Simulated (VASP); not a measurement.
Input of a VASP 6.6.1 run:

Contents of INCAR:

```
SYSTEM = As
PREC = Accurate ; ENCUT = 520
EDIFF = 1E-6 ; ISMEAR = 0
SIGMA = 0.1 ; LREAL = .FALSE.
LASPH = .TRUE. ; NELM = 60
ALGO = Normal ; ISIF = 2
LWAVE = .FALSE. ; LCHARG = .FALSE.
GGA = PE ; NBANDS = 12
```

File KPOINTS:

```
Automatic mesh
0
G
  12 12 12
  0 0 0
```

Contents of POSCAR:

```
As
1.0
    1.8517702350      1.0790423178      3.5083978291
   -1.9233306005      1.0822378918      3.5459928183
   -0.0330127344     -2.2155536485      3.5440930376
As
2
Direct
    0.2260948372      0.2118216585      0.2436248330
    0.7739051628      0.7881783415      0.7563751670
```

Potentials or basis: VASP PAW PBE potentials, release 64 (As).

The run is started by

```bash
$ cat potpaw_PBE.64/As/POTCAR > POTCAR
$ mpirun -np 1 vasp_std > vasp.out
```

(1) What does it give for the pressure?

(2) Predict the largest force.

Results:

(1) 2.2 GPa.

(2) 0.656 eV/Å.

Caveat: the cell differs from its parent crystal (atoms moved at random and the cell strained at random).
